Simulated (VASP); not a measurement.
# Mo (Fm-3m) in VASP: notebook

Runs on Mo. Level: BLYP+D3(BJ). Tasks: single point.

Program: VASP 6.6.1. These are calculated values, not measurements. Logs are shortened: lines on timing, memory, paths and dates and some standing lists are left out, and cuts for length are marked.

## 1. The cell of the first run

The structure is cubic, space group Fm-3m (No. 225). The conventional cell has a = 3.976 Å, b = 3.976 Å, c = 3.976 Å, α = 90.00°, β = 90.00°, γ = 90.00°. Within 3.7 Å of Mo (site symmetry m-3m) lie 12 Mo at 2.81 Å.

## 2. Single point, BLYP+D3(BJ), non-collinear spin, zero start, spin-orbit coupling

Contents of INCAR:

```
SYSTEM = Mo
AGGAC = 1.0 ; AGGAX = 1.0
ALDAC = 0.0 ; ALDAX = 1.0
ALGO = Normal ; EDIFF = 1E-7
ENCUT = 520 ; GGA = B5
GGA_COMPAT = .FALSE. ; ISIF = 2
ISMEAR = -1 ; IVDW = 12
LASPH = .TRUE. ; LCHARG = .FALSE.
LMAXMIX = 4 ; LORBIT = 11
LORBMOM = .TRUE. ; LREAL = .FALSE.
LSORBIT = .TRUE. ; LWAVE = .FALSE.
MAGMOM = 0 0 0 ; NBANDS = 25
NELM = 150 ; PREC = Accurate
SIGMA = 0.05 ; VDW_A1 = 0.4298
VDW_A2 = 4.2359 ; VDW_S6 = 1.0
VDW_S8 = 2.6996
```

Contents of KPOINTS:

```
k-points
0
G
  11 11 11
  0 0 0
```

Contents of POSCAR:

```
Mo
1.0
    0.0000000000      1.9877669319      1.9877669319
    1.9877669319      0.0000000000      1.9877669319
    1.9877669319      1.9877669319      0.0000000000
Mo
1
Direct
    0.0000000000      0.0000000000      0.0000000000
```

Potentials or basis: VASP PAW PBE potentials, release 64 (Mo_sv).

Launch:

```
$ cat potpaw_PBE.64/Mo_sv/POTCAR > POTCAR
$ mpirun -np 1 vasp_ncl > vasp.out
```

OUTCAR:

```text
SYSTEM = Mo
   EDIFF = 1E-7
   ENCUT = 520
   GGA = B5
   ISIF = 2
   ISMEAR = -1
   IVDW = 12
   LASPH = .TRUE.
   LORBIT = 11
   LREAL = .FALSE.
   LSORBIT = .TRUE.
   NELM = 150
   PREC = Accurate
 IVDW          = 12

 ion  position               nearest neighbor table
   1  0.000  0.000  0.000-

  LATTYP: Found a face centered cubic cell.
 ALAT       =     3.9755338638

  Lattice vectors:

 A1 = (   0.0000000000,   1.9877669319,   1.9877669319)
 A2 = (   1.9877669319,   0.0000000000,   1.9877669319)
 A3 = (   1.9877669319,   1.9877669319,   0.0000000000)

Analysis of symmetry for initial positions (statically):
=====================================================================
 Subroutine PRICEL returns:
 Original cell was already a primitive cell.

 Routine SETGRP: Setting up the symmetry group for a
 face centered cubic supercell.

 Subroutine GETGRP returns: Found 48 space group operations
 (whereof 48 operations were pure point group operations)
 out of a pool of 48 trial point group operations.

The static configuration has the point symmetry O_h .

Analysis of symmetry for dynamics (positions and initial velocities):
=====================================================================
 Subroutine PRICEL returns:
 Original cell was already a primitive cell.

 Routine SETGRP: Setting up the symmetry group for a
 face centered cubic supercell.

 Subroutine GETGRP returns: Found 48 space group operations
 (whereof 48 operations were pure point group operations)
 out of a pool of 48 trial point group operations.

The dynamic configuration has the point symmetry O_h .

Analysis of structural, dynamic, and magnetic symmetry:
=====================================================================
 Subroutine PRICEL returns:
 Original cell was already a primitive cell.

 Routine SETGRP: Setting up the symmetry group for a
 face centered cubic supercell.

 Subroutine GETGRP returns: Found 48 space group operations
 (whereof 48 operations were pure point group operations)
 out of a pool of 48 trial point group operations.

The overall configuration has the point symmetry O_h .

 Subroutine INISYM returns: Found 48 space group operations
 (whereof 48 operations are pure point group operations),
 and found     1 'primitive' translations

----------------------------------------------------------------------------------------

                                     Primitive cell
[... 149 lines left out ...]
      1     -47.8677      1.00000
      2     -47.8677      1.00000
      3     -22.9840      1.00000
      4     -22.9840      1.00000
      5     -20.4724      1.00000
      6     -20.4724      1.00000
[... 661 lines left out ...]
     24      30.2630      0.00000
     25      32.1931      0.00000

 [... further k-points ...]

------------------------ aborting loop because EDIFF is reached ----------------------------------------

 Edisp (eV)   -1.67691

 E8    (eV) :    -1.2765

  FORCE on cell =-STRESS in cart. coord.  units (eV):
  Direction    XX          YY          ZZ          XY          YZ          ZX
  --------------------------------------------------------------------------------------
  -------------------------------------------------------------------------------------
  Total      -0.26042    -0.26042    -0.26042    -0.00000    -0.00000    -0.00000
  in kB     -26.56167   -26.56167   -26.56167    -0.00000    -0.00000    -0.00000
  external pressure =      -26.56 kB  Pullay stress =        0.00 kB

 VOLUME and BASIS-vectors are now :
 -----------------------------------------------------------------------------
  energy-cutoff  :      520.00
  volume of cell :       15.71
      direct lattice vectors                 reciprocal lattice vectors
     0.000000000  1.987766932  1.987766932    -0.251538544  0.251538544  0.251538544
     1.987766932  0.000000000  1.987766932     0.251538544 -0.251538544  0.251538544
     1.987766932  1.987766932  0.000000000     0.251538544  0.251538544 -0.251538544

 POSITION                                       TOTAL-FORCE (eV/Angst)
 -----------------------------------------------------------------------------------
      0.00000      0.00000      0.00000         0.000000      0.000000      0.000000
 -----------------------------------------------------------------------------------
    total drift:                               -0.000000      0.000000      0.000000

  FREE ENERGIE OF THE ION-ELECTRON SYSTEM (eV)
  ---------------------------------------------------
  free  energy   TOTEN  =       -10.8447417111 eV

  energy  without entropy=      -10.8321984517  energy(sigma->0) =      -10.83847008

 orbital moment (x)

 # of ion     p       d       tot
 ----------------------------------------
  1         0.000  -0.000  -0.000
 ----------------------------------------
            0.000  -0.000  -0.000

 orbital moment (y)

 # of ion     p       d       tot
 ----------------------------------------
  1         0.000  -0.000  -0.000
 ----------------------------------------
            0.000  -0.000  -0.000

 orbital moment (z)

 # of ion     p       d       tot
 ----------------------------------------
  1         0.000   0.000   0.000
 ----------------------------------------
            0.000   0.000   0.000

 Spin-Orbit-Coupling matrix elements

 Ion:    1  E_soc:     -0.2120483
 l=   1
     0.0000000    -0.0304186    -0.0304186
    -0.0304186     0.0000000    -0.0304186
    -0.0304186    -0.0304186     0.0000000
 l=   2
     0.0000000    -0.0010578     0.0000000    -0.0010578    -0.0038649
    -0.0010578     0.0000000    -0.0028987    -0.0010578    -0.0009662
     0.0000000    -0.0028987     0.0000000    -0.0028987     0.0000000
    -0.0010578    -0.0010578    -0.0028987     0.0000000    -0.0009662
    -0.0038649    -0.0009662     0.0000000    -0.0009662     0.0000000
 l=   3
     0.0000000     0.0000000     0.0000000     0.0000000     0.0000000     0.0000000     0.0000000
     0.0000000     0.0000000     0.0000000     0.0000000     0.0000000     0.0000000     0.0000000
     0.0000000     0.0000000     0.0000000     0.0000000     0.0000000     0.0000000     0.0000000
     0.0000000     0.0000000     0.0000000     0.0000000     0.0000000     0.0000000     0.0000000
     0.0000000     0.0000000     0.0000000     0.0000000     0.0000000     0.0000000     0.0000000
     0.0000000     0.0000000     0.0000000     0.0000000     0.0000000     0.0000000     0.0000000
     0.0000000     0.0000000     0.0000000     0.0000000     0.0000000     0.0000000     0.0000000

 total charge

# of ion       s       p       d       tot
------------------------------------------
    1        2.386   6.174   4.030  12.590

 magnetization (x)

# of ion       s       p       d       tot
------------------------------------------
    1       -0.000  -0.000  -0.000  -0.000

 magnetization (y)

# of ion       s       p       d       tot
------------------------------------------
    1       -0.000   0.000   0.000   0.000

 magnetization (z)

# of ion       s       p       d       tot
------------------------------------------
    1        0.000  -0.000   0.000   0.000
```

OSZICAR:

```text
N       E                     dE             d eps       ncg     rms          rms(c)
DAV:   1     0.137786164807E+03    0.13779E+03   -0.81735E+03  2800   0.117E+03
DAV:   2    -0.706165869757E+01   -0.14485E+03   -0.14009E+03  3235   0.379E+02
DAV:   3    -0.964951956070E+01   -0.25879E+01   -0.25655E+01  3343   0.520E+01
DAV:   4    -0.965841020322E+01   -0.88906E-02   -0.88886E-02  3098   0.339E+00
DAV:   5    -0.965848420690E+01   -0.74004E-04   -0.74004E-04  3325   0.269E-01    0.131E+01
DAV:   6    -0.922335633487E+01    0.43513E+00   -0.60994E-01  2993   0.942E+00    0.384E+00
DAV:   7    -0.917045204014E+01    0.52904E-01   -0.10872E-01  3208   0.372E+00    0.826E-01
DAV:   8    -0.916818757277E+01    0.22645E-02   -0.18503E-03  2994   0.532E-01    0.584E-01
DAV:   9    -0.916780249050E+01    0.38508E-03   -0.73574E-04  3100   0.353E-01    0.782E-02
DAV:  10    -0.916781854765E+01   -0.16057E-04   -0.78542E-06  3290   0.355E-02    0.538E-02
DAV:  11    -0.916782760576E+01   -0.90581E-05   -0.10851E-05  2991   0.375E-02    0.380E-03
DAV:  12    -0.916782752210E+01    0.83658E-07   -0.12252E-07  2889   0.432E-03
   1 F= -.10844742E+02 E0= -.10838470E+02  d E =-.125433E-01  mag=     0.0000    -0.0000     0.0000
```

It took 43 s on 1 thread of Intel Xeon Platinum 8375C at 2.90GHz (Ice Lake), shared host; peak memory 0.21 GiB.

What came out:

```yaml
Free_energy: -10.8447 eV
Pressure: -2.7 GPa
Net_moment: 0.00 μB per cell
Valence_electrons_inside_the_program's_atomic_spheres: Mo 12.59
Dispersion_energy_per_atom: -1.677 eV
```

Moments on the atoms (μB; x, y, z):
```
Mo  0.00 0.00 0.00
```

Caveat: three body term missing; the PAW data sets were made with another functional, which shifts forces and pressure a little.

## 3. Single point, BLYP+D3(BJ), non-collinear spin, zero start, spin-orbit coupling

This run uses another cell than the first one, of 16.04 Å³/atom, 1.021 times its volume.

Contents of INCAR:

```
PREC     = Accurate       # precision mode
ENCUT    = 520            # plane-wave cutoff, eV
EDIFF    = 1E-7           # SCF threshold, eV
ISMEAR   = -1             # smearing method
SIGMA    = 0.05           # smearing width, eV
LREAL    = F              # projectors in reciprocal space
LASPH    = T              # aspherical terms in the spheres
NELM     = 150            # most SCF steps
ALGO     = Fast           # electronic algorithm
ISIF     = 2              # what is computed and relaxed
LWAVE    = F              # write WAVECAR
LCHARG   = F              # write CHGCAR
LNONCOLLINEAR= T              # non-collinear magnetism
MAGMOM   = 0 0 0          # initial moments
LORBIT   = 11             # projections on sites
LSORBIT  = T              # spin-orbit coupling
GGA_COMPAT= F            
LORBMOM  = T            
LMAXMIX  = 4              # l up to which the mixer works
GGA      = B5             # functional
ALDAX    = 1.0          
AGGAX    = 1.0          
AGGAC    = 1.0          
ALDAC    = 0.0          
IVDW     = 12             # dispersion correction
VDW_S6   = 1.0          
VDW_S8   = 2.6996       
VDW_A1   = 0.4298       
VDW_A2   = 4.2359       
NBANDS   = 25             # bands
```

Contents of KPOINTS:

```
Automatic mesh
0
Gamma
  11 11 11
```

Contents of POSCAR:

```
Mo
1.0
    0.0000000000      2.0014761026      2.0014761026
    2.0014761026      0.0000000000      2.0014761026
    2.0014761026      2.0014761026      0.0000000000
Mo
1
Direct
    0.0000000000      0.0000000000      0.0000000000
```

Potentials or basis: VASP PAW PBE potentials, release 64 (Mo_sv).

Launch:

```
$ cat potpaw_PBE.64/Mo_sv/POTCAR > POTCAR
$ mpirun -np 1 vasp_ncl > vasp.out
```

Run time: 53 s. Hardware: 1 thread of Intel Xeon Platinum 8375C at 2.90GHz (Ice Lake), shared host; peak memory 0.22 GiB.

The run converged. Its results:

* Free energy: -10.8346 eV
* Pressure: -7.3 GPa
* Net moment: 0.00 μB per cell
* Valence electrons inside the program's atomic spheres: Mo 12.54
* Dispersion energy per atom: -1.641 eV

Moments on the atoms (μB; x, y, z):
```
Mo  0.00 0.00 0.00
```

Caveat: three body term missing; the PAW data sets were made with another functional, which shifts forces and pressure a little.

## 4. Single point, BLYP+D3(BJ), non-collinear spin, zero start, spin-orbit coupling

This run uses another cell than the first one, of 16.36 Å³/atom, 1.042 times its volume.

Contents of INCAR:

```
AGGAC = 1.0
AGGAX = 1.0
ALDAC = 0.0
ALDAX = 1.0
ALGO = Normal
EDIFF = 1E-6
ENCUT = 520
GGA = B5
GGA_COMPAT = False
ISIF = 2
ISMEAR = -1
IVDW = 12
LASPH = True
LCHARG = False
LMAXMIX = 4
LORBIT = 11
LORBMOM = True
LREAL = False
LSORBIT = True
LWAVE = False
MAGMOM = 0 0 0
NBANDS = 25
NELM = 150
PREC = Accurate
SIGMA = 0.05
VDW_A1 = 0.4298
VDW_A2 = 4.2359
VDW_S6 = 1.0
VDW_S8 = 2.6996
```

Contents of KPOINTS:

```
k-points
0
Gamma
  11 11 11
```

Contents of POSCAR:

```
Mo
1.0
    0.0000000000      2.0150000000      2.0150000000
    2.0150000000      0.0000000000      2.0150000000
    2.0150000000      2.0150000000      0.0000000000
Mo
1
Direct
    0.0000000000      0.0000000000      0.0000000000
```

Potentials or basis: VASP PAW PBE potentials, release 64 (Mo_sv).

Launch:

```
$ cat potpaw_PBE.64/Mo_sv/POTCAR > POTCAR
$ mpirun -np 1 vasp_ncl > vasp.out
```

OUTCAR:

```text
EDIFF = 1E-6
   ENCUT = 520
   GGA = B5
   ISIF = 2
   ISMEAR = -1
   IVDW = 12
   LASPH = True
   LORBIT = 11
   LREAL = False
   LSORBIT = True
   NELM = 150
   PREC = Accurate
 IVDW          = 12

 ion  position               nearest neighbor table
   1  0.000  0.000  0.000-

  LATTYP: Found a face centered cubic cell.
 ALAT       =     4.0300000000

  Lattice vectors:

 A1 = (   0.0000000000,   2.0150000000,   2.0150000000)
 A2 = (   2.0150000000,   0.0000000000,   2.0150000000)
 A3 = (   2.0150000000,   2.0150000000,   0.0000000000)

Analysis of symmetry for initial positions (statically):
=====================================================================
 Subroutine PRICEL returns:
 Original cell was already a primitive cell.

 Routine SETGRP: Setting up the symmetry group for a
 face centered cubic supercell.

 Subroutine GETGRP returns: Found 48 space group operations
 (whereof 48 operations were pure point group operations)
 out of a pool of 48 trial point group operations.

The static configuration has the point symmetry O_h .

Analysis of symmetry for dynamics (positions and initial velocities):
=====================================================================
 Subroutine PRICEL returns:
 Original cell was already a primitive cell.

 Routine SETGRP: Setting up the symmetry group for a
 face centered cubic supercell.
[... 881 lines left out ...]

  energy  without entropy=      -10.8024979791  energy(sigma->0) =      -10.80897228

 orbital moment (x)

 # of ion     p       d       tot
 ----------------------------------------
  1         0.000  -0.000  -0.000
 ----------------------------------------
            0.000  -0.000  -0.000

 orbital moment (y)

 # of ion     p       d       tot
 ----------------------------------------
  1         0.000   0.000   0.000
 ----------------------------------------
            0.000   0.000   0.000

 orbital moment (z)

 # of ion     p       d       tot
 ----------------------------------------
  1         0.000   0.000   0.000
 ----------------------------------------
            0.000   0.000   0.000

 Spin-Orbit-Coupling matrix elements

 Ion:    1  E_soc:     -0.2132317
 l=   1
     0.0000000    -0.0303497    -0.0303497
    -0.0303497     0.0000000    -0.0303497
    -0.0303497    -0.0303497     0.0000000
 l=   2
     0.0000000    -0.0011232     0.0000000    -0.0011232    -0.0040657
    -0.0011232     0.0000000    -0.0030493    -0.0011232    -0.0010164
     0.0000000    -0.0030493     0.0000000    -0.0030493     0.0000000
    -0.0011232    -0.0011232    -0.0030493     0.0000000    -0.0010164
    -0.0040657    -0.0010164     0.0000000    -0.0010164     0.0000000
 l=   3
     0.0000000     0.0000000     0.0000000     0.0000000     0.0000000     0.0000000     0.0000000
     0.0000000     0.0000000     0.0000000     0.0000000     0.0000000     0.0000000     0.0000000
     0.0000000     0.0000000     0.0000000     0.0000000     0.0000000     0.0000000     0.0000000
     0.0000000     0.0000000     0.0000000     0.0000000     0.0000000     0.0000000     0.0000000
     0.0000000     0.0000000     0.0000000     0.0000000     0.0000000     0.0000000     0.0000000
     0.0000000     0.0000000     0.0000000     0.0000000     0.0000000     0.0000000     0.0000000
     0.0000000     0.0000000     0.0000000     0.0000000     0.0000000     0.0000000     0.0000000

 total charge

# of ion       s       p       d       tot
------------------------------------------
    1        2.373   6.163   3.963  12.500

 magnetization (x)

# of ion       s       p       d       tot
------------------------------------------
    1        0.000  -0.000   0.000  -0.000

 magnetization (y)

# of ion       s       p       d       tot
------------------------------------------
    1        0.000  -0.000  -0.000  -0.000

 magnetization (z)

# of ion       s       p       d       tot
------------------------------------------
    1        0.000  -0.000   0.000   0.000
```

stdout:

```text
POSCAR found type information on POSCAR Mo
 POSCAR found :  1 types and       1 ions
 scaLAPACK will be used
 -----------------------------------------------------------------------------
|                                                                             |
|                                                                             |
|     You enforced a specific xc type in the INCAR file but a different       |
|     I HOPE YOU KNOW WHAT YOU ARE DOING!                                     |
|                                                                             |
 -----------------------------------------------------------------------------

 LDA part: xc-table for (Slater(with rela. corr.)+VWN5), standard interpolation
 POSCAR, INCAR and KPOINTS ok, starting setup
 FFT: planning ... GRIDC
 FFT: planning ... GRID_SOFT
 FFT: planning ... GRID
 WAVECAR not read
 entering main loop
```

Wall time 40 s (1 thread of Intel Xeon Platinum 8375C at 2.90GHz (Ice Lake), shared host); peak memory 0.22 GiB.

What came out:

| Item | Value |
| --- | --- |
| Free energy | -10.8154 eV |
| Pressure | -11.5 GPa |
| Net moment | 0.00 μB per cell |
| Valence electrons inside the program's atomic spheres | Mo 12.50 |
| Dispersion energy per atom | -1.606 eV |

Moments on the atoms (μB; x, y, z):
```
Mo  0.00 0.00 0.00
```

Caveat: three body term missing; the PAW data sets were made with another functional, which shifts forces and pressure a little.

[end of part 1 of 3]
